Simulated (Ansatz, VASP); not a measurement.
# Ir in VASP and in Ansatz

Contents of INCAR:

```
PREC = Accurate
ENCUT = 560
EDIFF = 1E-6
ISMEAR = 0
SIGMA = 0.15
LREAL = False
LASPH = True
NELM = 120
ALGO = Normal
ISIF = 2
LWAVE = False
LCHARG = False
NBANDS = 14
GGA_COMPAT = False
```

KPOINTS

```
Automatic mesh
0
Gamma
  22 22 22
```

POSCAR

```
Ir
1.0
    0.0000000000      1.8257302191      2.1306271657
    1.8257302191      0.0000000000      2.1306271657
    1.8257302191      1.8257302191      0.0000000000
Ir
1
Direct
    0.0000000000      0.0000000000      0.0000000000
```

Input for Ansatz:

```yaml
crystal:
  lattice:
    - [0.0, 1.8257302191, 2.1306271657]
    - [1.8257302191, 0.0, 2.1306271657]
    - [1.8257302191, 1.8257302191, 0.0]
  atoms:
    - { symbol: Ir, position: [0.0, 0.0, 0.0] }
basis:
  ecutwfc: 420
kpoints:
  mp_grid: { grid: [22, 22, 22] }
hamiltonian:
  xc: lda
  pseudopotentials: { kind: paw, azcp: { folder: soft_1 } }
scf:
  occupations: { method: gaussian, width: 0.15 }
output:
  forces: true
  stress: true
  eigenvalues: true
```

Alike in both runs: task single point; functional LDA; k mesh 22 × 22 × 22; occupations gaussian, width 0.15 eV; no spin polarisation.

|  | VASP | Ansatz |
| --- | --- | --- |
| version | VASP 6.6.1 | Ansatz 0.2.0 |
| potentials or method | VASP PAW LDA potentials, release 64 (Ir_sv_GW), cutoff 560 eV | scalar-relativistic, plane waves, PAW |
| valence electrons in the cell | 17 | 17 |

VASP gave:

| Quantity | Value |
| --- | --- |
| gap on the k mesh at the Fermi level (eV) | none |
| pressure (GPa) | -4.0 |
| traceless stress, the component that is largest in VASP (GPa) | -35.74 |

Which values does Ansatz return?

gap on the k mesh at the Fermi level (eV): none; pressure (GPa): -3.6; traceless stress, the component that is largest in VASP (GPa): -35.78.

Ansatz warns that its potentials were made for another functional, while VASP's fit it. LDA's correlation is that of Perdew and Zunger in VASP and of Perdew and Wang (1992) in Ansatz. A gap of «none» marks a metal or a gap that the smearing closes.

Neither program's run includes spin-orbit coupling.
